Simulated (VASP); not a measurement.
Set up this calculation in VASP 6.6.1, as the native input.

```
Task                    : single point
Functional              : PBE
Potentials or basis     : VASP PAW PBE potentials, release 64 (Hf_pv, B)
Cutoff                  : 520 eV
k mesh                  : 12 × 12 × 4
Occupations             : gaussian, width 0.1 eV
Spin                    : no spin polarisation
Dipole correction       : no
k mesh for the DOS      : 18 × 18 × 6
Occupations for the DOS : tetrahedron
Further INCAR settings  : ALGO = Fast; EDIFF = 1e-06
```

Hf2B:

```
Hf B
1.0
     3.16999    0.00000    0.00000
    -1.58500    2.74530    0.00000
     0.00000    0.00000   11.33298
Hf B
4 2
Direct
  0.00000 0.00000 0.15110
  0.00000 0.00000 0.84890
  0.33333 0.66667 0.38870
  0.66667 0.33333 0.61130
  0.33333 0.66667 0.99946
  0.66667 0.33333 0.00054
```

One way to write it, as run:

POSCAR

```
Hf2B
1.0
    3.1699944049      0.0000000000      0.0000000000
   -1.5849972025      2.7452956845      0.0000000000
    0.0000000000      0.0000000000     11.3329820358
Hf B
4 2
Direct
    0.0000000000      0.0000000000      0.1511012290
    0.0000000000      0.0000000000      0.8488987710
    0.3333333333      0.6666666667      0.3887028186
    0.6666666667      0.3333333333      0.6112971814
    0.3333333333      0.6666666667      0.9994615067
    0.6666666667      0.3333333333      0.0005384933
```

INCAR.step1

```
SYSTEM = Hf2B
ALGO = Fast
EDIFF = 1E-6
ENCUT = 520
GGA = PE
ISIF = 2
ISMEAR = 0
LASPH = .True.
LCHARG = .True.
LMAXMIX = 4
LREAL = .False.
LWAVE = .False.
NBANDS = 32
NELM = 80
PREC = Accurate
SIGMA = 0.1
```

KPOINTS.step1

```
k-points
0
Gamma
  12 12 4
  0 0 0
```

INCAR.step2

```
SYSTEM = Hf2B
ALGO = Fast
EDIFF = 1E-6
ENCUT = 520
GGA = PE
ICHARG = 11
ISIF = 2
ISMEAR = -5
LASPH = .True.
LCHARG = .False.
LMAXMIX = 4
LORBIT = 11
LREAL = .False.
LWAVE = .False.
NEDOS = 2001
NELM = 80
PREC = Accurate
SIGMA = 0.1
```

KPOINTS.step2

```
k-points
0
Gamma
  18 18 6
  0 0 0
```

Potentials or basis: VASP PAW PBE potentials, release 64 (Hf_pv, B).

Launch:

```sh
$ cat potpaw_PBE.64/Hf_pv/POTCAR potpaw_PBE.64/B/POTCAR > POTCAR
$ cp INCAR.step1 INCAR
$ cp KPOINTS.step1 KPOINTS
$ mpirun -np 1 vasp_std > vasp.out
$ cp INCAR.step2 INCAR
$ cp KPOINTS.step2 KPOINTS
$ mpirun -np 1 vasp_std > vasp.out
```

Results of the run:

```json
{
 "Valence electrons inside the program's atomic spheres": "Hf 8.49, 8.30 (each value once); B 1.92"
}
```

Run time: 8.3 min on 1 thread of Intel(R) Xeon(R) Platinum 8375C CPU @ 2.90GHz (Ice Lake), with other jobs on the host, peak memory 0.52 GiB.
